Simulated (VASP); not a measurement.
Crystal: Nb.

```
Nb
1.0
    -1.66395    1.66395    1.66395
     1.66395   -1.66395    1.66395
     1.66395    1.66395   -1.66395
Nb
1
Cartesian
  0.0000 0.0000 0.0000
```

* Program: VASP 6.6.1
* Task: relaxation of cell and atoms
* Functional: PBEsol
* Potentials or basis: VASP PAW PBE potentials, release 64 (Nb_sv)
* Cutoff: 500 eV
* k mesh: 11 × 11 × 11
* Occupations: fermi-dirac, width 0.05 eV
* Spin: no spin polarisation

At the start: pressure -8.1 GPa; volume 18.43 Å³/atom.

Question: Where does the relaxation end?

Answer: Over 4 steps the energy falls by 22.7 meV/atom and the volume is 17.56 Å³/atom (-4.7 %); space group Im-3m (No. 229, to 0.1 Å) before and after.

Step by step:
```tsv
step	energy change (eV)	largest force (eV/Å)	pressure (GPa)	volume (Å³)
1	0.0000	0.0000	-8.12	18.43
2	0.0606	0.0000	18.71	16.05
3	-0.0227	0.0000	-0.25	17.59
4	-0.0227	0.0000	-0.02	17.56
```

Final structure:
```cif
data_structure
_symmetry_space_group_name_H-M 'P 1'
_symmetry_Int_Tables_number 1
_cell_length_a 2.8363
_cell_length_b 2.8363
_cell_length_c 2.8363
_cell_angle_alpha 109.471
_cell_angle_beta 109.471
_cell_angle_gamma 109.471
_cell_volume 17.56
loop_
_atom_site_label
_atom_site_type_symbol
_atom_site_fract_x
_atom_site_fract_y
_atom_site_fract_z
_atom_site_occupancy
Nb1 Nb 0.00000 0.00000 0.00000 1
```

Caveat: the PAW data sets were made with another functional, which shifts forces and pressure a little.
